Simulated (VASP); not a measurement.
A run of VASP 6.6.1 is set up as follows.

File POSCAR:

```
CdTe
1.0
    0.0000000000      3.1047774262      3.4152551688
    3.1047774262      0.0000000000      3.4152551688
    3.1047774262      3.1047774262      0.0000000000
Cd Te
1 1
Direct
    0.0000000000      0.0000000000      0.0000000000
    0.7500000000      0.7500000000      0.7500000000
```

File INCAR.step1:

```
PREC = Accurate ; ENCUT = 520
ISMEAR = 0 ; SIGMA = 0.05
LREAL = F ; LASPH = T
NELM = 100 ; NBANDS = 16
GGA = PE ; ALGO = Normal
EDIFF = 1E-4 ; LWAVE = T
LCHARG = F
```

File INCAR.step2:

```
PREC = Accurate ; ENCUT = 520
EDIFF = 1E-6 ; ISMEAR = 0
SIGMA = 0.05 ; LREAL = F
LASPH = T ; NELM = 100
ALGO = Normal ; ISIF = 2
LWAVE = F ; LCHARG = F
METAGGA = R2SCAN ; LMIXTAU = T
NBANDS = 16 ; ISTART = 1
```

File KPOINTS:

```
regular mesh
0
Gamma
  8 8 8
```

Potentials or basis: VASP PAW PBE potentials, release 64 (Cd, Te).

Launch:

```sh
$ cat potpaw_PBE.64/Cd/POTCAR potpaw_PBE.64/Te/POTCAR > POTCAR
$ cp INCAR.step1 INCAR
$ mpirun -np 1 vasp_std > vasp.out
$ cp INCAR.step2 INCAR
$ mpirun -np 1 vasp_std > vasp.out
```

Question: What does it give for the pressure?

Answer: 3.2 GPa.

Question: Predict the band gap on the k mesh.

Answer: 1.22 eV.

Stress tensor (GPa, compression positive):
```
3.78 0.00 0.00
0.00 3.78 0.00
0.00 0.00 2.02
```

Caveat: the cell stands under pressure; the PAW data sets were made with another functional, which shifts forces and pressure a little; spin-orbit coupling is left out, which moves the levels of the heavy elements.
